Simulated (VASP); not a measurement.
BaS, 2 atoms in the cell. It takes space group Cm (No. 8, monoclinic). Conventional cell: a = 7.823 Å, b = 4.517 Å, c = 4.517 Å, α = 90.00°, β = 125.26°, γ = 90.00°. Ba (site symmetry m) has 6 S at 3.00 to 3.40 Å within 4.0 Å. S (site symmetry m) has 6 Ba at 3.00 to 3.40 Å within 4.0 Å.  This cell differs from its parent crystal: atom 1 (Ba) moved by (-0.200, -0.200) A along [1 1 0] and z.

| Property | Result |
| --- | --- |
| Program | VASP 6.6.1 |
| Task | single point |
| Functional | PBE |
| Potentials or basis | VASP PAW PBE potentials, release 64 (Ba_sv, S) |
| Cutoff | 520 eV |
| k mesh | 8 × 8 × 8 |
| Occupations | gaussian, width 0.05 eV |
| Spin | no spin polarisation |
| Dipole correction | no |
| Further INCAR settings | ALGO = Normal; EDIFF = 1e-06; NBANDS = 15 |

Potentials or basis: VASP PAW PBE potentials, release 64 (Ba_sv, S).

Launch:

```sh
$ cat potpaw_PBE.64/Ba_sv/POTCAR potpaw_PBE.64/S/POTCAR > POTCAR
$ mpirun -np 1 vasp_std > vasp.out
```

Hardware: 1 thread of Intel(R) Xeon(R) Platinum 8488C (Sapphire Rapids), on a shared host.

Task: Estimate the wall time of this run.

Result: Run time: 80 s on 1 thread of Intel(R) Xeon(R) Platinum 8488C (Sapphire Rapids), with other jobs on the host, peak memory 0.31 GiB. Counts: scf iterations 13, k points 150.
